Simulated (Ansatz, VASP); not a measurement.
**Zr: VASP beside Ansatz**

File INCAR:

```
PREC     = Accurate       # precision mode
ENCUT    = 520            # plane-wave cutoff, eV
EDIFF    = 1E-6           # SCF threshold, eV
ISMEAR   = -1             # smearing method
SIGMA    = 0.05           # smearing width, eV
LREAL    = False          # projectors in reciprocal space
LASPH    = True           # aspherical terms in the spheres
NELM     = 100            # most SCF steps
ALGO     = Normal         # electronic algorithm
ISIF     = 2              # what is computed and relaxed
LWAVE    = False          # write WAVECAR
LCHARG   = False          # write CHGCAR
GGA      = PE             # functional
NBANDS   = 19             # bands
```

Contents of KPOINTS:

```
Automatic mesh
0
Gamma
  9 9 9
```

File POSCAR:

```
Zr
1.0
    0.0000000000      3.0812078526      3.0812078526
    3.0812078526      0.0000000000      3.0812078526
    3.0812078526      3.0812078526      0.0000000000
Zr
2
Direct
   -0.2600000000     -0.0800000000     -0.0800000000
    0.2600000000      0.0800000000      0.0800000000
```

Input for Ansatz:

```yaml
crystal:
  lattice:
    - [0.0, 3.0812078526, 3.0812078526]
    - [3.0812078526, 0.0, 3.0812078526]
    - [3.0812078526, 3.0812078526, 0.0]
  atoms:
    - { symbol: Zr, position: [-0.26, -0.08, -0.08] }
    - { symbol: Zr, position: [0.26, 0.08, 0.08] }
kpoints:
  mp_grid: { grid: [9, 9, 9] }
scf:
  occupations: { method: fermi_dirac, width: 0.05 }
hamiltonian:
  xc: pbe
  pseudopotentials: { kind: all_electron, lapw: { basis_error: 0.001 } }
output:
  forces: true
  stress: true
  eigenvalues: true
  populations: true
```

Change from the starting cell: shortest bond scaled by 0.64, LAPW.

Alike in both runs: task single point; functional PBE; k mesh 9 × 9 × 9; occupations fermi-dirac, width 0.05 eV; no spin polarisation.

|  | VASP | Ansatz |
| --- | --- | --- |
| version | VASP 6.6.1 | Ansatz 0.2.0 |
| potentials or method | VASP PAW PBE potentials, release 64 (Zr_sv), cutoff 520 eV | all-electron LAPW, scalar-relativistic |

|  | VASP | Ansatz | Ansatz less VASP |
| --- | --- | --- | --- |
| pressure (GPa) | 67.4 | 63.1 | -4.24 |
| traceless stress, the component that is largest in VASP (GPa) | -73.55 | -69.56 | +3.996 |
| rms of the force components (eV/Å) | 26.334 | 24.782 | -1.5517 |

Atom by atom the forces differ by 1.552 eV/Å (rms over components). Both programs put the cell under a high pressure, so it lies far from rest at this level. Ansatz ran all-electron here, and VASP with PAW potentials.

Noted on VASP's run: the cell as given lies far from equilibrium.
